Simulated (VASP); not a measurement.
# P in VASP: further runs

P is run at these levels: PBEsol; tasks: single point, relaxation of cell and atoms.

All numbers are computed with VASP 6.6.1; they aren't measurements. Logs are shortened: lines on timing, memory, paths and dates and some standing lists are left out, and cuts for length are marked.

### Step 1. The cell of the first run

It takes space group Pm-3m (No. 221, cubic). The conventional cell has a = 2.422 Å, b = 2.422 Å, c = 2.422 Å, α = 90.00°, β = 90.00°, γ = 90.00°. Within 3.2 Å of P (site symmetry m-3m) lie 6 P at 2.42 Å.

### Step 2. Single point, PBEsol

INCAR

```
SYSTEM = P
PREC     = Accurate       ! precision mode
ENCUT    = 520            ! plane-wave cutoff, eV
EDIFF    = 1E-7           ! SCF threshold, eV
ISMEAR   = 0              ! smearing method
SIGMA    = 0.1            ! smearing width, eV
LREAL    = .FALSE.        ! projectors in reciprocal space
LASPH    = .TRUE.         ! aspherical terms in the spheres
NELM     = 100            ! most SCF steps
ALGO     = Normal         ! electronic algorithm
ISIF     = 2              ! what is computed and relaxed
LWAVE    = .FALSE.        ! write WAVECAR
LCHARG   = .FALSE.        ! write CHGCAR
GGA      = PS             ! functional
NBANDS   = 8              ! bands
```

KPOINTS

```
Automatic mesh
0
G
  18 18 18
  0 0 0
```

POSCAR

```
P
1.0
    2.4216053156      0.0000000000      0.0000000000
    0.0000000000      2.4216053156      0.0000000000
    0.0000000000      0.0000000000      2.4216275331
P
1
Direct
    0.0000000000      0.0000000000      0.0000000000
```

Potentials or basis: VASP PAW PBE potentials, release 64 (P).

Run with:

```
$ cat potpaw_PBE.64/P/POTCAR > POTCAR
$ mpirun -np 1 vasp_std > vasp.out
```

OUTCAR:

```text
SYSTEM = P
   PREC = Accurate
   ENCUT = 520
   EDIFF = 1E-7
   ISMEAR = 0
   LREAL = .FALSE.
   LASPH = .TRUE.
   NELM = 100
   ISIF = 2
   GGA = PS

 ion  position               nearest neighbor table
   1  0.000  0.000  0.000-

  LATTYP: Found a simple cubic cell.
 ALAT       =     2.4216053156

  Lattice vectors:

 A1 = (   2.4216053156,   0.0000000000,   0.0000000000)
 A2 = (   0.0000000000,   2.4216053156,   0.0000000000)
 A3 = (   0.0000000000,   0.0000000000,   2.4216275331)

Analysis of symmetry for initial positions (statically):
=====================================================================
 Subroutine PRICEL returns:
 Original cell was already a primitive cell.

 Routine SETGRP: Setting up the symmetry group for a
 simple cubic supercell.

 Subroutine GETGRP returns: Found 48 space group operations
 (whereof 48 operations were pure point group operations)
 out of a pool of 48 trial point group operations.

The static configuration has the point symmetry O_h .

Analysis of symmetry for dynamics (positions and initial velocities):
=====================================================================
 Subroutine PRICEL returns:
 Original cell was already a primitive cell.

 Routine SETGRP: Setting up the symmetry group for a
 simple cubic supercell.

 Subroutine GETGRP returns: Found 48 space group operations
 (whereof 48 operations were pure point group operations)
 out of a pool of 48 trial point group operations.

The dynamic configuration has the point symmetry O_h .

 Subroutine INISYM returns: Found 48 space group operations
 (whereof 48 operations are pure point group operations),
 and found     1 'primitive' translations

----------------------------------------------------------------------------------------

                                     Primitive cell

  volume of cell :      14.2008

  direct lattice vectors                    reciprocal lattice vectors
     2.421605316  0.000000000  0.000000000     0.412949209  0.000000000  0.000000000
     0.000000000  2.421605316  0.000000000     0.000000000  0.412949209  0.000000000
     0.000000000  0.000000000  2.421627533     0.000000000  0.000000000  0.412945421

  length of vectors
     2.421605316  2.421605316  2.421627533     0.412949209  0.412949209  0.412945421

  position of ions in fractional coordinates (direct lattice)
     0.000000000  0.000000000  0.000000000

  ion indices of the primitive-cell ions
   primitive index   ion index
                 1           1

----------------------------------------------------------------------------------------

 KPOINTS: Automatic mesh

Automatic generation of k-mesh.
 Grid dimensions read from file:
 generate k-points for:   18   18   18

 Generating k-lattice:

  Cartesian coordinates                     Fractional coordinates (reciprocal lattice)
     0.022941623  0.000000000  0.000000000     0.055555556  0.000000000  0.000000000
     0.000000000  0.022941623  0.000000000     0.000000000  0.055555556  0.000000000
     0.000000000  0.000000000  0.022941412     0.000000000  0.000000000  0.055555556

  Length of vectors
     0.022941623  0.022941623  0.022941412

  Shift w.r.t. Gamma in fractional coordinates (k-lattice)
     0.000000000  0.000000000  0.000000000

 Subroutine IBZKPT returns following result:
 ===========================================

 Found    220 irreducible k-points:

 Following reciprocal coordinates:
            Coordinates               Weight
  0.000000  0.000000  0.000000      1.000000
  0.055556  0.000000  0.000000      6.000000
  0.111111  0.000000  0.000000      6.000000
  0.166667  0.000000  0.000000      6.000000
  0.222222  0.000000  0.000000      6.000000
  0.277778  0.000000  0.000000      6.000000
[... 16 lines left out ...]
  0.277778  0.111111  0.000000     24.000000
  0.333333  0.111111  0.000000     24.000000
 [... further k-points ...]
   k-points           NKPTS =    220   k-points in BZ     NKDIM =    220   number of bands    NBANDS=      8
   number of dos      NEDOS =    301   number of ions     NIONS =      1
   total plane-waves  NPLWV =   5832
   dimension x,y,z NGX =    18 NGY =   18 NGZ =   18
   dimension x,y,z NGXF=    36 NGYF=   36 NGZF=   36
   ions per type =               1
   NGX,Y,Z   is equivalent  to a cutoff of  12.36, 12.36, 12.36 a.u.
   NGXF,Y,Z  is equivalent  to a cutoff of  24.71, 24.71, 24.71 a.u.
 SYSTEM =  P
   PREC   = accura    normal or accurate (medium, high low for compatibility)
   ISTART =      0    job   : 0-new  1-cont  2-samecut
   ICHARG =      2    charge: 1-file 2-atom 10-const
   ISPIN  =      1    spin polarized calculation?
   LNONCOLLINEAR =      F non collinear calculations
   LSORBIT =      F    spin-orbit coupling
   LASPH  =      T    aspherical Exc in radial PAW
   ENCUT  =  520.0 eV  38.22 Ry    6.18 a.u.   4.50  4.50  4.50*2*pi/ulx,y,z
   NELM   =    100;   NELMIN=  2; NELMDL= -5     # of ELM steps
   EDIFF  = 0.1E-06   stopping-criterion for ELM
   LREAL  =      F    real-space projection
   EDIFFG = 0.1E-05   stopping-criterion for IOM
   NSW    =      0    number of steps for IOM
   IBRION =     -1    ionic relax: 0-MD 1-quasi-New 2-CG
   NFREE  =      0    steps in history (QN), initial steepest desc. (CG)
   ISIF   =      2    stress and relaxation
   ISYM   =      2    0-nonsym 1-usesym 2-fastsym
   POTIM  = 0.5000    time-step for ionic-motion
   TEBEG  =    0.0;   TEEND  =   0.0 temperature during run
   PSTRESS=    0.0 pullay stress
   NELECT =       5.0000    total number of electrons
   NUPDOWN=      -1.0000    fix difference up-down
   EMIN   =  10.00;   EMAX   =-10.00  energy-range for DOS
   EFERMI =   0.00;   METHOD = LEGACY
   ISMEAR =     0;   SIGMA  =   0.10  broadening in eV -4-tet -1-fermi 0-gaus
   EFERMI_NEDOS =   21; number of points for ismear=-14 and -15
   IALGO  =     38    algorithm
   IMIX   =      4    mixing-type and parameters
     AMIX     =   0.40;   BMIX     =  1.00
     AMIX_MAG =   1.60;   BMIX_MAG =  1.00
  volume/ion in A,a.u.               =      14.20        95.83
  Fermi-wavevector in a.u.,A,eV,Ry     =   1.156006  2.184535 18.182148  1.336350
  Thomas-Fermi vector in A             =   2.292630
   LORBIT       =      0    0 simple, 1 ext, 2 COOP (PROOUT), +10 PAW based schemes
   GGA     = PS    functional components
   LHFCALC =     F    Hartree Fock is set to
   AEXX    =    0.0000 exact exchange contribution
   IVDW    =     0    specifies the selected vdW correction
   LEPSILON=     F    determine dielectric tensor
   LRPA    =     F    only Hartree local field effects (RPA)
 non-spin polarized calculation
 Gauss-broadening in eV      SIGMA  =   0.10
  energy-cutoff  :      520.00
  volume of cell :       14.20
 maximum number of plane-waves:       402
   NGX =  9   NGY =  9   NGZ =  9

 number of electron       4.9999991 magnetization

 Free energy of the ion-electron system (eV)
  ---------------------------------------------------
  ext. energy  EPLUGINS =         0.00000000
  ---------------------------------------------------
  free energy    TOTEN  =        -5.76523257 eV

  energy without entropy =       -5.76312475  energy(sigma->0) =       -5.76417866

 E-fermi :   9.8691     XC(G=0): -11.4869

 val. band max:        9.8409676348   @ k =   0.1667   0.1111   0.0556
 cond. band min:       9.9263019299   @ k =   0.5000   0.2778   0.2778
 fundamental gap:      0.0853342951
 Fermi energy:         9.8690586123

 k-point     1 :       0.0000    0.0000    0.0000
  band No.  band energies     occupation
      1      -6.8179      2.00000
      2      15.0973      0.00000
      3      15.0977      0.00000
      4      15.0977      0.00000
      5      16.7552      0.00000
      6      16.7553      0.00000
      7      24.3228      0.00000
      8      34.7920      0.00000

 k-point     2 :       0.0556    0.0000    0.0000
  band No.  band energies     occupation
      1      -6.7459      2.00000
      2      13.6619      0.00000
      3      15.1545      0.00000
      4      15.1548      0.00000
      5      16.8131      0.00000
      6      18.1012      0.00000
      7      24.5713      0.00000
      8      34.2214      0.00000

 k-point     3 :       0.1111    0.0000    0.0000
  band No.  band energies     occupation
      1      -6.5304      2.00000
      2      11.6404      0.00000
      3      15.3245      0.00000
      4      15.3249      0.00000
      5      16.9844      0.00000
      6      19.7975      0.00000
      7      25.3592      0.00000
      8      32.8772      0.00000

 k-point     4 :       0.1667    0.0000    0.0000
  band No.  band energies     occupation
      1      -6.1733      2.00000
      2       9.6302      1.99927
      3      15.6032      0.00000
      4      15.6035      0.00000
      5      17.2619      0.00000
      6      21.1791      0.00000
      7      26.7046      0.00000
      8      31.2558      0.00000

 k-point     5 :       0.2222    0.0000    0.0000
  band No.  band energies     occupation
      1      -5.6785      2.00000
      2       7.7007      2.00000
      3      15.9818      0.00000
      4      15.9821      0.00000
      5      17.6314      0.00000
      6      22.2697      0.00000
      7      28.3775      0.00000
      8      29.6070      0.00000

 k-point     6 :       0.2778    0.0000    0.0000
  band No.  band energies     occupation
      1      -5.0538      2.00000
      2       5.8841      2.00000
      3      16.4440      0.00000
      4      16.4444      0.00000
      5      18.0690      0.00000
      6      23.2291      0.00000
      7      28.0479      0.00000
      8      28.0483      0.00000

 k-point     7 :       0.3333    0.0000    0.0000
  band No.  band energies     occupation
      1      -4.3146      2.00000
      2       4.2088      2.00000
      3      16.9594      0.00000
      4      16.9597      0.00000
      5      18.5354      0.00000
      6      24.1727      0.00000
      7      26.6541      0.00000
      8      26.6545      0.00000
[... 133 lines left out ...]
 k-point    20 :       0.1111    0.1111    0.0000
  band No.  band energies     occupation
      1      -6.2430      2.00000
      2      11.3968      0.00000
      3      12.4997      0.00000
      4      15.5509      0.00000
      5      18.7143      0.00000
      6      21.4764      0.00000
      7      25.9657      0.00000
      8      30.8634      0.00000

 k-point    21 :       0.1667    0.1111    0.0000
  band No.  band energies     occupation
      1      -5.8862      2.00000
      2       9.7894      1.74028
      3      12.4128      0.00000
      4      15.8285      0.00000
      5      19.1877      0.00000
      6      22.8844      0.00000
      7      26.6622      0.00000
      8      29.5363      0.00000

 k-point    22 :       0.2222    0.1111    0.0000
  band No.  band energies     occupation
      1      -5.3918      2.00000
      2       7.9219      2.00000
      3      12.7658      0.00000
      4      16.2057      0.00000
      5      19.6415      0.00000
      6      23.9126      0.00000
      7      26.6054      0.00000
      8      29.5248      0.00000

 k-point    23 :       0.2778    0.1111    0.0000
  band No.  band energies     occupation
      1      -4.7674      2.00000
      2       6.1277      2.00000
      3      13.2459      0.00000
      4      16.6659      0.00000
      5      20.1314      0.00000
      6      24.1826      0.00000
      7      26.0118      0.00000
      8      28.2582      0.00000

 k-point    24 :       0.3333    0.1111    0.0000
  band No.  band energies     occupation
      1      -4.0285      2.00000
      2       4.4633      2.00000
      3      13.7958      0.00000
      4      17.1788      0.00000
      5      20.6335      0.00000
      6      23.3376      0.00000
      7      26.3740      0.00000
      8      26.8706      0.00000

 [... further k-points ...]

------------------------ aborting loop because EDIFF is reached ----------------------------------------

  FORCE on cell =-STRESS in cart. coord.  units (eV):
  Direction    XX          YY          ZZ          XY          YZ          ZX
  --------------------------------------------------------------------------------------
  -------------------------------------------------------------------------------------
  Total        0.0092986      0.0092986      0.0092988      0.0000000     -0.0000000      0.0000000
  in kB        1.0490965      1.0490965      1.0491157      0.0000000     -0.0000000      0.0000000
  external PRESSURE =       1.0491029 kB  Pullay stress =       0.0000000 kB

 VOLUME and BASIS-vectors are now :
 -----------------------------------------------------------------------------
  energy-cutoff  :      520.00
  volume of cell :       14.20
      direct lattice vectors                 reciprocal lattice vectors
     2.421605316  0.000000000  0.000000000     0.412949209  0.000000000  0.000000000
     0.000000000  2.421605316  0.000000000     0.000000000  0.412949209  0.000000000
     0.000000000  0.000000000  2.421627533     0.000000000  0.000000000  0.412945421

 POSITION                                       TOTAL-FORCE (eV/Angst)
 -----------------------------------------------------------------------------------
      0.00000      0.00000      0.00000         0.000000      0.000000      0.000000
 -----------------------------------------------------------------------------------
    total drift:                               -0.000000      0.000000      0.000000

  FREE ENERGIE OF THE ION-ELECTRON SYSTEM (eV)
  ---------------------------------------------------
  free  energy   TOTEN  =        -5.7652325722 eV

  energy  without entropy=       -5.7631247531  energy(sigma->0) =       -5.76417866
```

Run time: 10 s. Hardware: 1 thread of Intel Xeon Platinum 8259CL at 2.50GHz (Skylake/Cascade Lake), shared host; peak memory 0.13 GiB.

What came out:

```
Free energy : -5.7652 eV
Pressure    : 0.1 GPa
```

Levels at points of the mesh, in eV from the Fermi level:
```tsv
k point	band 1	band 2	band 3	band 4	band 5	band 6	band 7	band 8
(0.00, 0.00, 0.00)	-16.69	5.23	5.23	5.23	6.89	6.89	14.45	24.92
(0.50, 0.00, 0.00)	-12.21	-8.85	8.17	8.17	9.54	14.56	14.56	16.83
(0.50, 0.50, 0.00)	-7.35	-5.32	-5.32	0.81	10.89	17.19	17.19	17.58
(0.50, 0.50, 0.50)	-2.11	-2.11	-2.11	-1.26	4.63	4.63	4.63	10.81
```

Caveat: the PAW data sets were made with another functional, which shifts forces and pressure a little.

(Part 1 of 2 ends here.)
